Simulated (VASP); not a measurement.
# AlN (I-4m2) in VASP: notebook

Runs on AlN. Level: LDA. Tasks: single point.

All numbers are computed with VASP 6.6.1; they aren't measurements. Logs are shortened: lines on timing, memory, paths and dates and some standing lists are left out, and cuts for length are marked.

### Step 1. The cell of the first run

The structure is tetragonal, space group I-4m2 (No. 119). Conventional cell: a = 3.086 Å, b = 3.086 Å, c = 4.318 Å, α = 90.00°, β = 90.00°, γ = 90.00°. Within 2.5 Å of Al (site symmetry -4m2) lie 4 N at 1.88 Å. N (site symmetry -4m2) has 4 Al at 1.88 Å within 2.5 Å.

### Step 2. Single point, LDA (in-plane strain +0.005, then relaxed in part)

INCAR

```
ALGO = Normal
EDIFF = 1E-6
ENCUT = 520
ISIF = 2
ISMEAR = 0
LASPH = True
LCHARG = True
LELF = True
LREAL = False
LVHAR = True
LWAVE = False
NBANDS = 11
NELM = 60
PREC = Accurate
SIGMA = 0.01
```

KPOINTS

```
k-points
0
Gamma
  10 10 10
```

POSCAR

```
AlN
1.0
    2.1819988116      2.1819988116      0.0000000000
   -2.1819988116      2.1819988116      0.0000000000
    0.0000000000      2.1819988116      2.1591969843
Al N
1 1
Direct
    0.0000000000      0.0000000000      0.0000000000
    0.2500000000      0.7500000000      0.5000000000
```

Potentials or basis: VASP PAW LDA potentials, release 64 (Al, N).

Run with:

```console
$ cat potpaw_LDA.64/Al/POTCAR potpaw_LDA.64/N/POTCAR > POTCAR
$ mpirun -np 1 vasp_std > vasp.out
```

OUTCAR:

```text
EDIFF = 1E-6
   ENCUT = 520
   ISIF = 2
   ISMEAR = 0
   LASPH = True
   LREAL = False
   NELM = 60
   PREC = Accurate

 ion  position               nearest neighbor table
   1  0.000  0.000  0.000-   2 1.88   2 1.88   2 1.88   2 1.88
   2  0.250  0.750  0.500-   1 1.88   1 1.88   1 1.88   1 1.88

  LATTYP: Found a body centered tetragonal cell.
 ALAT       =     3.0858123124
 C/A-ratio  =     1.3994350697

  Lattice vectors:

 A1 = (   2.1819988116,   0.0000000000,  -2.1591969843)
 A2 = (  -2.1819988116,   0.0000000000,  -2.1591969843)
 A3 = (   0.0000000000,   2.1819988116,   2.1591969843)

Analysis of symmetry for initial positions (statically):
=====================================================================
 Subroutine PRICEL returns:
 Original cell was already a primitive cell.

 Routine SETGRP: Setting up the symmetry group for a
 body centered tetragonal supercell.

 Subroutine GETGRP returns: Found  8 space group operations
 (whereof  8 operations were pure point group operations)
 out of a pool of 16 trial point group operations.

The static configuration has the point symmetry D_2d.

Analysis of symmetry for dynamics (positions and initial velocities):
=====================================================================
 Subroutine PRICEL returns:
 Original cell was already a primitive cell.

 Routine SETGRP: Setting up the symmetry group for a
 body centered tetragonal supercell.

 Subroutine GETGRP returns: Found  8 space group operations
 (whereof  8 operations were pure point group operations)
 out of a pool of 16 trial point group operations.

The dynamic configuration has the point symmetry D_2d.

 Subroutine INISYM returns: Found  8 space group operations
 (whereof  8 operations are pure point group operations),
 and found     1 'primitive' translations

----------------------------------------------------------------------------------------

                                     Primitive cell

  volume of cell :      20.5604

  direct lattice vectors                    reciprocal lattice vectors
     2.181998812  2.181998812  0.000000000     0.229147696  0.229147696 -0.231567571
    -2.181998812  2.181998812  0.000000000    -0.229147696  0.229147696 -0.231567571
     0.000000000  2.181998812  2.159196984     0.000000000  0.000000000  0.463135141

  length of vectors
     3.085812312  3.085812312  3.069731329     0.398297468  0.398297468  0.463135141

  position of ions in fractional coordinates (direct lattice)
     0.000000000  0.000000000  0.000000000
     0.250000000  0.750000000  0.500000000

  ion indices of the primitive-cell ions
   primitive index   ion index
                 1           1
                 2           2

----------------------------------------------------------------------------------------

 KPOINTS: k-points

Automatic generation of k-mesh.
 Grid dimensions read from file:
 generate k-points for:   10   10   10

 Generating k-lattice:

  Cartesian coordinates                     Fractional coordinates (reciprocal lattice)
     0.022914770  0.022914770 -0.023156757     0.100000000  0.000000000  0.000000000
    -0.022914770  0.022914770 -0.023156757     0.000000000  0.100000000  0.000000000
     0.000000000  0.000000000  0.046313514     0.000000000  0.000000000  0.100000000

  Length of vectors
     0.039829747  0.039829747  0.046313514

  Shift w.r.t. Gamma in fractional coordinates (k-lattice)
     0.000000000  0.000000000  0.000000000

 Subroutine IBZKPT returns following result:
 ===========================================

 Found    102 irreducible k-points:

 Following reciprocal coordinates:
            Coordinates               Weight
  0.000000  0.000000  0.000000      1.000000
  0.100000  0.000000  0.000000      8.000000
  0.200000  0.000000  0.000000      8.000000
  0.300000  0.000000 -0.000000      8.000000
  0.400000  0.000000  0.000000      8.000000
  0.500000  0.000000  0.000000      4.000000
[... 16 lines left out ...]
  0.300000  0.300000 -0.000000      8.000000
  0.400000  0.300000 -0.000000     16.000000
 [... further k-points ...]
   k-points           NKPTS =    102   k-points in BZ     NKDIM =    102   number of bands    NBANDS=     11
   number of dos      NEDOS =    301   number of ions     NIONS =      2
   total plane-waves  NPLWV =  13824
   dimension x,y,z NGX =    24 NGY =   24 NGZ =   24
   dimension x,y,z NGXF=    48 NGYF=   48 NGZF=   48
   ions per type =               1   1
   NGX,Y,Z   is equivalent  to a cutoff of  12.93, 12.93, 13.00 a.u.
   NGXF,Y,Z  is equivalent  to a cutoff of  25.86, 25.86, 26.00 a.u.
 SYSTEM =  unknown system
   PREC   = accura    normal or accurate (medium, high low for compatibility)
   ISTART =      0    job   : 0-new  1-cont  2-samecut
   ICHARG =      2    charge: 1-file 2-atom 10-const
   ISPIN  =      1    spin polarized calculation?
   LNONCOLLINEAR =      F non collinear calculations
   LSORBIT =      F    spin-orbit coupling
   LASPH  =      T    aspherical Exc in radial PAW
   ENCUT  =  520.0 eV  38.22 Ry    6.18 a.u.   5.74  5.74  5.71*2*pi/ulx,y,z
   NELM   =     60;   NELMIN=  2; NELMDL= -5     # of ELM steps
   EDIFF  = 0.1E-05   stopping-criterion for ELM
   LREAL  =      F    real-space projection
   EDIFFG = 0.1E-04   stopping-criterion for IOM
   NSW    =      0    number of steps for IOM
   IBRION =     -1    ionic relax: 0-MD 1-quasi-New 2-CG
   NFREE  =      0    steps in history (QN), initial steepest desc. (CG)
   ISIF   =      2    stress and relaxation
   ISYM   =      2    0-nonsym 1-usesym 2-fastsym
   POTIM  = 0.5000    time-step for ionic-motion
   TEBEG  =    0.0;   TEEND  =   0.0 temperature during run
   PSTRESS=    0.0 pullay stress
   NELECT =       8.0000    total number of electrons
   NUPDOWN=      -1.0000    fix difference up-down
   EMIN   =  10.00;   EMAX   =-10.00  energy-range for DOS
   EFERMI =   0.00;   METHOD = LEGACY
   ISMEAR =     0;   SIGMA  =   0.01  broadening in eV -4-tet -1-fermi 0-gaus
   EFERMI_NEDOS =   21; number of points for ismear=-14 and -15
   IALGO  =     38    algorithm
   IMIX   =      4    mixing-type and parameters
     AMIX     =   0.40;   BMIX     =  1.00
     AMIX_MAG =   1.60;   BMIX_MAG =  1.00
  volume/ion in A,a.u.               =      10.28        69.37
  Fermi-wavevector in a.u.,A,eV,Ry     =   1.195165  2.258534 19.434814  1.428419
  Thomas-Fermi vector in A             =   2.331137
   LORBIT       =      0    0 simple, 1 ext, 2 COOP (PROOUT), +10 PAW based schemes
   GGA     = CA    functional components
   LHFCALC =     F    Hartree Fock is set to
   AEXX    =    0.0000 exact exchange contribution
   IVDW    =     0    specifies the selected vdW correction
   LEPSILON=     F    determine dielectric tensor
   LRPA    =     F    only Hartree local field effects (RPA)
 non-spin polarized calculation
 Gauss-broadening in eV      SIGMA  =   0.01
  energy-cutoff  :      520.00
  volume of cell :       20.56
 maximum number of plane-waves:       564
   NGX = 11   NGY = 11   NGZ = 11

 number of electron       8.0000000 magnetization

 Free energy of the ion-electron system (eV)
  ---------------------------------------------------
  ext. energy  EPLUGINS =         0.00000000
  ---------------------------------------------------
  free energy    TOTEN  =       -16.37497486 eV

  energy without entropy =      -16.37497486  energy(sigma->0) =      -16.37497486

 E-fermi :   5.9287     XC(G=0): -11.3242

 val. band max:        5.8634831720   @ k =   0.0000   0.0000   0.0000
 cond. band min:       9.0305673166   @ k =   0.0000   0.0000   0.5000
 fundamental gap:      3.1670841446
 Fermi energy:         5.9287169002

 k-point     1 :       0.0000    0.0000    0.0000
  band No.  band energies     occupation
      1      -9.0664      2.00000
      2       5.8203      2.00000
      3       5.8203      2.00000
      4       5.8635      2.00000
      5      10.1874      0.00000
      6      18.2909      0.00000
      7      18.3027      0.00000
      8      18.3027      0.00000
      9      23.2924      0.00000
     10      23.6253      0.00000
     11      24.7435      0.00000

 k-point     2 :       0.1000    0.0000    0.0000
  band No.  band energies     occupation
      1      -8.9145      2.00000
      2       5.0283      2.00000
      3       5.7647      2.00000
      4       5.8000      2.00000
      5      10.8273      0.00000
      6      17.9141      0.00000
      7      18.4272      0.00000
      8      18.4405      0.00000
      9      22.0721      0.00000
     10      22.3160      0.00000
     11      24.0884      0.00000

 k-point     3 :       0.2000    0.0000    0.0000
  band No.  band energies     occupation
      1      -8.4810      2.00000
      2       3.4104      2.00000
      3       5.6260      2.00000
      4       5.6769      2.00000
      5      11.9181      0.00000
      6      17.1290      0.00000
      7      18.3070      0.00000
      8      18.4229      0.00000
      9      21.6132      0.00000
     10      21.7060      0.00000
     11      23.2234      0.00000

 k-point     4 :       0.3000    0.0000   -0.0000
  band No.  band energies     occupation
      1      -7.8462      2.00000
      2       1.7305      2.00000
      3       5.4672      2.00000
      4       5.5362      2.00000
      5      12.7192      0.00000
      6      16.3955      0.00000
      7      17.6097      0.00000
      8      17.7999      0.00000
      9      22.6805      0.00000
     10      22.7304      0.00000
     11      23.0558      0.00000
[... 239 lines left out ...]
 k-point    22 :      -0.2000    0.2000    0.0000
  band No.  band energies     occupation
      1      -8.2939      2.00000
      2       3.6330      2.00000
      3       5.1243      2.00000
      4       5.1486      2.00000
      5      12.0018      0.00000
      6      16.5682      0.00000
      7      17.5780      0.00000
      8      19.2418      0.00000
      9      19.4241      0.00000
     10      24.7374      0.00000
     11      27.1743      0.00000

 k-point    23 :       0.3000    0.3000   -0.0000
  band No.  band energies     occupation
      1      -6.5833      2.00000
      2       1.2651      2.00000
      3       2.4961      2.00000
      4       4.9824      2.00000
      5      12.6030      0.00000
      6      15.6523      0.00000
      7      17.9097      0.00000
      8      18.7387      0.00000
      9      23.0308      0.00000
     10      23.1833      0.00000
     11      29.1461      0.00000

 k-point    24 :       0.4000    0.3000   -0.0000
  band No.  band energies     occupation
      1      -6.3656      2.00000
      2       1.1914      2.00000
      3       2.4243      2.00000
      4       4.6538      2.00000
      5      11.5981      0.00000
      6      15.9502      0.00000
      7      18.4043      0.00000
      8      19.3492      0.00000
      9      21.5842      0.00000
     10      25.0282      0.00000
     11      29.9389      0.00000

 [... further k-points ...]
[... 5 lines left out ...]
  --------------------------------------------------------------------------------------
  -------------------------------------------------------------------------------------
  Total       -0.0998897     -0.0998897      0.0744360      0.0000000      0.0000000     -0.0000000
  in kB       -7.7839512     -7.7839512      5.8004601      0.0000000      0.0000000     -0.0000000
  external PRESSURE =      -3.2558141 kB  Pullay stress =       0.0000000 kB

 VOLUME and BASIS-vectors are now :
 -----------------------------------------------------------------------------
  energy-cutoff  :      520.00
  volume of cell :       20.56
      direct lattice vectors                 reciprocal lattice vectors
     2.181998812  2.181998812  0.000000000     0.229147696  0.229147696 -0.231567571
    -2.181998812  2.181998812  0.000000000    -0.229147696  0.229147696 -0.231567571
     0.000000000  2.181998812  2.159196984     0.000000000  0.000000000  0.463135141

 POSITION                                       TOTAL-FORCE (eV/Angst)
 -----------------------------------------------------------------------------------
      0.00000      0.00000      0.00000         0.000000      0.000000      0.000000
     -1.09100      3.27300      1.07960        -0.000000     -0.000000      0.000000
 -----------------------------------------------------------------------------------
    total drift:                                0.000000      0.000000      0.000000

  FREE ENERGIE OF THE ION-ELECTRON SYSTEM (eV)
  ---------------------------------------------------
  free  energy   TOTEN  =       -16.3749748573 eV

  energy  without entropy=      -16.3749748573  energy(sigma->0) =      -16.37497486
```

Run time: 16 s. Hardware: 1 thread of Intel Xeon Platinum 8259CL at 2.50GHz (Skylake/Cascade Lake), shared host; peak memory 0.13 GiB.

What came out:

```yaml
Free_energy: -16.3750 eV
Pressure: -0.3 GPa
Band_gap_on_the_k_mesh: 3.17 eV, indirect (least direct gap 4.32 eV)
```

Caveat: the cell differs from its parent crystal (in-plane strain +0.005, then relaxed in part). A k mesh can miss the band edges.

(Part 1 of 2 ends here.)
